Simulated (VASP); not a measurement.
# Si3N4: single point with LDA

Si3N4:

```xyz
14
Lattice="7.5735 0.0000 0.0000 -3.7868 6.5589 0.0000 0.0000 0.0000 2.8914" Properties=species:S:1:pos:R:3 pbc="T T T"
Si    5.1541    1.1401    0.7229
Si    1.5897    5.0336    2.1686
Si    4.0091    3.8935    0.7229
Si   -1.3673    5.4188    2.1686
Si    2.1971    1.5253    0.7229
Si   -0.2224    2.6653    2.1686
N    -1.0267    2.1653    0.7229
N     5.1850    0.1935    2.1686
N     2.4249    4.5871    0.7229
N     4.8134    4.3936    2.1686
N    -1.3983    6.3653    0.7229
N     1.3618    1.9717    2.1686
N     3.7868    2.1863    0.7229
N     0.0000    4.3726    2.1686
```

```yaml
Program: VASP 6.6.1
Task: single point
Functional: LDA
Potentials_or_basis: VASP PAW LDA potentials, release 64 (Si, N)
Cutoff: 520 eV
k_mesh: 6 × 6 × 8
Occupations: gaussian, width 0.02 eV
Spin: no spin polarisation
Dipole_correction: no
Further_INCAR_settings: ALGO = Normal; EDIFF = 1e-06; NBANDS = 45
```

The pressure is 0.4 GPa, the largest force is 0.007 eV/Å and the band gap on the k mesh is 4.22 eV, indirect (least direct gap 4.41 eV).

Forces on the atoms (eV/Å):
```
Si   0.001 -0.001  0.000
Si   0.001  0.001  0.000
Si   0.000  0.002  0.000
Si  -0.001  0.001  0.000
Si  -0.001 -0.001  0.000
Si   0.000 -0.002  0.000
N   -0.006 -0.003  0.000
N   -0.001 -0.007  0.000
N    0.005 -0.004  0.000
N    0.006  0.003  0.000
N    0.001  0.007  0.000
N   -0.005  0.004  0.000
N    0.000  0.000  0.000
N    0.000  0.000  0.000
```

Levels at points of the mesh, in eV from the valence-band top:
```tsv
k point	band 28	band 29	band 30	band 31	band 32	band 33	band 34	band 35	band 36	band 37
(0.00, 0.00, 0.00)	-1.32	-1.32	-0.47	-0.37	-0.19	4.22	4.70	4.86	4.86	5.20
(0.50, 0.00, 0.00)	-1.72	-1.39	-0.78	-0.33	-0.25	4.56	4.65	4.79	5.25	5.64
(0.00, 0.00, 0.50)	-1.66	-1.66	-1.66	-1.40	-1.40	4.58	4.58	4.58	4.58	7.19
(0.50, 0.00, 0.50)	-1.94	-1.53	-1.53	-1.08	-1.08	4.69	4.69	5.73	5.73	6.09
```

Wall time 3.4 min on 1 thread of Intel(R) Xeon(R) Platinum 8488C (Sapphire Rapids), on a shared host, peak memory 0.32 GiB.

A k mesh can miss the band edges. As with any semilocal functional, this LDA gap is likely too small.
